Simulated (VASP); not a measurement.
A run of VASP 6.6.1 is set up as follows.

INCAR

```
SYSTEM = Ti
ALGO     = Normal         ! electronic algorithm
EDIFF    = 1E-6           ! SCF threshold, eV
ENCUT    = 500            ! plane-wave cutoff, eV
GGA      = PE             ! functional
GGA_COMPAT= .FALSE.      
ISIF     = 2              ! what is computed and relaxed
ISMEAR   = 0              ! smearing method
LASPH    = .TRUE.         ! aspherical terms in the spheres
LCHARG   = .FALSE.        ! write CHGCAR
LREAL    = .FALSE.        ! projectors in reciprocal space
LWAVE    = .FALSE.        ! write WAVECAR
NBANDS   = 25             ! bands
NELM     = 120            ! most SCF steps
PREC     = Accurate       ! precision mode
SIGMA    = 0.15           ! smearing width, eV
```

Contents of KPOINTS:

```
k-points
0
G
  12 12 14
  0 0 0
```

Contents of POSCAR:

```
Ti
1.0
    4.6935762499      0.0000000000      0.0000000000
   -2.3467881249      4.0647562670      0.0000000000
    0.0000000000      0.0000000000      2.9025556040
Ti
3
Direct
    0.0000000000      0.0000000000      0.0000000000
    0.3333333333      0.6666666667      0.5000000000
    0.6666666667      0.3333333333      0.5000000000
```

Potentials or basis: VASP PAW PBE potentials, release 64 (Ti_sv).

Command:

```sh
$ cat potpaw_PBE.64/Ti_sv/POTCAR > POTCAR
$ mpirun -np 1 vasp_std > vasp.out
```

Question: Predict the band gap on the k mesh.

Answer: Zero (bands 18 and 19 overlap by 0.22 eV).

Question: What does it give for the pressure?

Answer: -7.4 GPa.

Stress tensor (GPa, compression positive):
```
-7.33  0.00  0.00
 0.00 -7.33  0.00
 0.00  0.00 -7.64
```

Caveat: the cell differs from its parent crystal (the cell strained); the cell stands under tension.
